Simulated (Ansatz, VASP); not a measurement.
This is a calculation of CdSe for Ansatz 0.2.0.

input

```
crystal:
  lattice:
    - [0.0, 2.8351159683, 2.8351159683]
    - [2.8351159683, 0.0, 2.8351159683]
    - [2.8351159683, 2.8351159683, 0.0]
  atoms:
    - { symbol: Cd, position: [0.0, 0.0, 0.0] }
    - { symbol: Se, position: [0.5, 0.5, 0.5] }
hamiltonian:
  xc: hse06
  pseudopotentials: { kind: paw }
kpoints:
  mp_grid: { grid: [6, 6, 6] }
scf:
  occupations: { method: fermi_dirac, width: 0.05 }
output:
  forces: true
  stress: true
  eigenvalues: true
```

Translate it to VASP 6.6.1. Potentials there: VASP PAW PBE potentials, release 64 (Cd, Se).

As run (the cutoff follows the program's own potentials):

Contents of POSCAR:

```
CdSe
1.0
    0.0000000000      2.8351159683      2.8351159683
    2.8351159683      0.0000000000      2.8351159683
    2.8351159683      2.8351159683      0.0000000000
Cd Se
1 1
Direct
    0.0000000000      0.0000000000      0.0000000000
    0.5000000000      0.5000000000      0.5000000000
```

The input INCAR.step1:

```
PREC = Accurate
ENCUT = 520
EDIFF = 1E-5
ISMEAR = -1
SIGMA = 0.05
LREAL = False
LASPH = True
NELM = 80
ALGO = Normal
ISIF = 2
LWAVE = True
NBANDS = 16
GGA = PE
```

INCAR.step2

```
PREC = Accurate
ENCUT = 520
EDIFF = 1E-7
ISMEAR = -1
SIGMA = 0.05
LREAL = False
LASPH = True
NELM = 80
ALGO = Normal
ISIF = 2
LWAVE = False
LCHARG = True
GGA = PE
LHFCALC = True
HFSCREEN = 0.2079
PRECFOCK = Normal
LELF = True
LVHAR = True
NBANDS = 16
ISTART = 1
```

File KPOINTS:

```
Automatic mesh
0
Gamma
  6 6 6
```

Potentials or basis: VASP PAW PBE potentials, release 64 (Cd, Se).

The run is started by

```console
$ cat potpaw_PBE.64/Cd/POTCAR potpaw_PBE.64/Se/POTCAR > POTCAR
$ cp INCAR.step1 INCAR
$ mpirun -np 1 vasp_std > vasp.out
$ cp INCAR.step2 INCAR
$ mpirun -np 1 vasp_std > vasp.out
```

Both were run:

|  | VASP | Ansatz | Ansatz less VASP |
| --- | --- | --- | --- |
| gap on the k mesh at the Fermi level (eV) | 0.38 | 0.39 | +0.003 |
| least direct gap on the mesh (eV) | 1.83 | 1.85 | +0.027 |
| pressure (GPa) | 0.9 | 0.6 | -0.26 |

VASP's potentials hold 18 valence electrons a cell and Ansatz's 36, so a difference there can come from the potentials and not from the codes.
